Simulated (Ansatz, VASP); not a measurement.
**Pt in VASP and in Ansatz**

```xyz
1
Lattice="0.0000 1.7621 1.9579 1.7621 0.0000 1.9579 1.7621 1.7621 0.0000" Properties=species:S:1:pos:R:3 pbc="T T T"
Pt    0.0000    0.0000    0.0000
```

Change from the starting cell: strain -0.1000 x Voigt [1, 1, 0, 0, 0, 0], atoms carried along.

Alike in both runs: task single point; functional PBEsol; k mesh 20 × 20 × 20; occupations gaussian, width 0.15 eV; no spin polarisation.

```csv
,VASP,Ansatz
version,VASP 6.6.1,Ansatz 0.2.0
potentials or method,"VASP PAW PBE potentials, release 64 (Pt), cutoff 520 eV","scalar-relativistic, plane waves, PAW"
valence electrons in the cell,10,18
```

Ansatz gave:

- gap on the k mesh at the Fermi level (eV): none
- pressure (GPa): 109.5
- traceless stress, the component that is largest in VASP (GPa): -21.43

Question: Estimate VASP's values.

Answer: gap on the k mesh at the Fermi level (eV): none; pressure (GPa): 109.8; traceless stress, the component that is largest in VASP (GPa): -21.52.

VASP's potentials were made for PBE, not for PBEsol. A gap of «none» marks a metal or a gap that the smearing closes. Both programs put the cell under a high pressure, so it lies far from rest at this level. VASP's potentials hold 10 valence electrons a cell and Ansatz's 18, so a difference there can come from the potentials and not from the codes.

Neither program's run includes spin-orbit coupling. Noted on VASP's run: the cell as given lies far from equilibrium.
